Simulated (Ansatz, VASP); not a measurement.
## Two plane-wave programs on Ba

File INCAR:

```
PREC = Accurate ; ENCUT = 520
EDIFF = 1E-6 ; ISMEAR = -1
SIGMA = 0.1 ; LREAL = F
LASPH = T ; NELM = 60
ALGO = Normal ; ISIF = 2
LWAVE = F ; LCHARG = F
GGA = RE ; NBANDS = 22
```

Contents of KPOINTS:

```
regular mesh
0
Gamma
  6 6 8
```

POSCAR

```
Ba
1.0
    7.4497870297      0.0000000000      0.0000000000
   -3.7248935148      6.4517048205      0.0000000000
    0.0000000000      0.0000000000      4.4255847206
Ba
3
Direct
    0.0000000000      0.0000000000      0.0000000000
    0.3333333333      0.6666666667      0.5000000000
    0.6666666667      0.3333333333      0.5000000000
```

Input for Ansatz:

```yaml
crystal:
  lattice:
    - [7.4497870297, 0.0, 0.0]
    - [-3.7248935148, 6.4517048205, 0.0]
    - [0.0, 0.0, 4.4255847206]
  atoms:
    - { symbol: Ba, position: [0.0, 0.0, 0.0] }
    - { symbol: Ba, position: [0.3333333333, 0.6666666667, 0.5] }
    - { symbol: Ba, position: [0.6666666667, 0.3333333333, 0.5] }
hamiltonian:
  xc: revpbe
  pseudopotentials:
    kind: paw
    azcp:
      Ba: "pseudopotentials/Ba.paw.azcp"
basis:
  ecutwfc: 420
  fft_grid_basis: typed
kpoints:
  mp_grid: { grid: [6, 6, 8], shift: [0, 0, 0] }
magnetization:
  spin_polarized: false
scf:
  occupations: { method: fermi_dirac, width: 0.1 }
  lower_state_search: "off"
output:
  stress: true
```

Alike in both runs: task single point; functional revPBE; k mesh 6 × 6 × 8; occupations fermi-dirac, width 0.1 eV; no spin polarisation.

|  | VASP | Ansatz |
| --- | --- | --- |
| version | VASP 6.6.1 | Ansatz 0.2.0 |
| potentials or method | VASP PAW PBE potentials, release 64 (Ba_sv), cutoff 520 eV | plane waves (420 eV) with PAW, scalar-relativistic |
| valence electrons in the cell | 30 | 30 |

|  | VASP | Ansatz | Ansatz less VASP |
| --- | --- | --- | --- |
| pressure (GPa) | -0.3 | -0.3 | -0.03 |

VASP's potentials were made for PBE, not for revPBE. The functional is the same, so the differences come from potentials, cutoffs and numerics.

Neither program's run includes spin-orbit coupling.
